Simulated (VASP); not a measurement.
Write the native input for VASP 6.6.1 that does the following.

| Item | Value |
| --- | --- |
| Task | single point |
| Functional | PBEsol |
| Potentials or basis | VASP PAW PBE potentials, release 64 (Mg, O) |
| Cutoff | 520 eV |
| k mesh | 9 × 9 × 6 |
| Occupations | gaussian, width 0.05 eV |
| Spin | no spin polarisation |
| Dipole correction | no |
| Further INCAR settings | ALGO = Normal; EDIFF = 1e-06; NBANDS = 16 |

The structure of MgO lies in POSCAR:

```
MgO
1.0
    3.3613000000      0.0000000000      0.0000000000
   -1.6806500000      2.9109711897      0.0000000000
    0.0000000000      0.0000000000      5.2202000000
Mg O
2 2
Direct
    0.3333333333      0.6666666667      0.0036583380
    0.6666666667      0.3333333333      0.5036583380
    0.3333333333      0.6666666667      0.4009416620
    0.6666666667      0.3333333333      0.9009416620
```

The input as run:

INCAR

```
PREC = Accurate
ENCUT = 520
EDIFF = 1E-6
ISMEAR = 0
SIGMA = 0.05
LREAL = F
LASPH = T
NELM = 100
ALGO = Normal
ISIF = 2
LWAVE = F
LCHARG = F
GGA = PS
NBANDS = 16
```

KPOINTS

```
Automatic mesh
0
Gamma
  9 9 6
```

Potentials or basis: VASP PAW PBE potentials, release 64 (Mg, O).

Launch:

```sh
$ cat potpaw_PBE.64/Mg/POTCAR potpaw_PBE.64/O/POTCAR > POTCAR
$ mpirun -np 1 vasp_std > vasp.out
```

Results of the run:

* Pressure: -7.8 GPa
* Largest force: 0.201 eV/Å
* Band gap on the k mesh: 3.00 eV, direct

Caveat: the PAW data sets were made with another functional, which shifts forces and pressure a little.

Run time: 17 s on 1 thread of Intel(R) Xeon(R) 6975P-C (Granite Rapids), with other jobs on the host, peak memory 0.19 GiB.
